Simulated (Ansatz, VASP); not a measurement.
# Si in VASP and in Ansatz

The input POSCAR:

```
Si
1.0
    0.0000000000      2.7227277380      2.7227277380
    2.7227277380      0.0000000000      2.7227277380
    2.7227277380      2.7227277380      0.0000000000
Si
2
Direct
    0.5000000000      0.5000000000      0.5000000000
    0.7500000000      0.7500000000      0.7500000000
```

Contents of INCAR.step1:

```
  PREC = Accurate
  ENCUT = 520
  ISMEAR = -1
  SIGMA = 0.05
  LREAL = F
  LASPH = T
  NELM = 60
  NBANDS = 11
  GGA = PE
  ALGO = Normal
  EDIFF = 1E-4
  LWAVE = T
  LCHARG = F
```

INCAR.step2

```
  PREC = Accurate
  ENCUT = 520
  EDIFF = 1E-7
  ISMEAR = -1
  SIGMA = 0.05
  LREAL = F
  LASPH = T
  NELM = 60
  ALGO = Normal
  ISIF = 2
  LWAVE = F
  LCHARG = T
  METAGGA = R2SCAN
  LMIXTAU = T
  LELF = T
  LVHAR = T
  NBANDS = 11
  ISTART = 1
```

KPOINTS

```
regular mesh
0
Gamma
  10 10 10
```

Input for Ansatz:

```yaml
crystal:
  lattice:
    - [0.0, 2.722727738, 2.722727738]
    - [2.722727738, 0.0, 2.722727738]
    - [2.722727738, 2.722727738, 0.0]
  atoms:
    - { symbol: Si, position: [0.5, 0.5, 0.5] }
    - { symbol: Si, position: [0.75, 0.75, 0.75] }
hamiltonian:
  xc: r2scan
  pseudopotentials:
    kind: paw
    azcp:
      Si: "pseudopotentials/Si.paw.azcp"
basis:
  ecutwfc: 600
  fft_grid_basis: typed
kpoints:
  mp_grid: { grid: [10, 10, 10], shift: [0, 0, 0] }
magnetization:
  spin_polarized: false
scf:
  occupations: { method: fermi_dirac, width: 0.05 }
  lower_state_search: "off"
output:
  stress: true
```

Alike in both runs: task single point; functional r2SCAN; k mesh 10 × 10 × 10; occupations fermi-dirac, width 0.05 eV; no spin polarisation.

|  | VASP | Ansatz |
| --- | --- | --- |
| version | VASP 6.6.1 | Ansatz 0.2.0 |
| potentials or method | VASP PAW PBE potentials, release 64 (Si), cutoff 520 eV | plane waves (600 eV) with PAW, scalar-relativistic |
| valence electrons in the cell | 8 | 8 |

Ansatz gave:

- pressure (GPa): -0.1

Problem. Which values does VASP return?

Solution. Pressure (GPa): -0.3.

VASP's potentials were made for PBE, not for r2SCAN. The functional is the same, so the differences come from potentials, cutoffs and numerics.
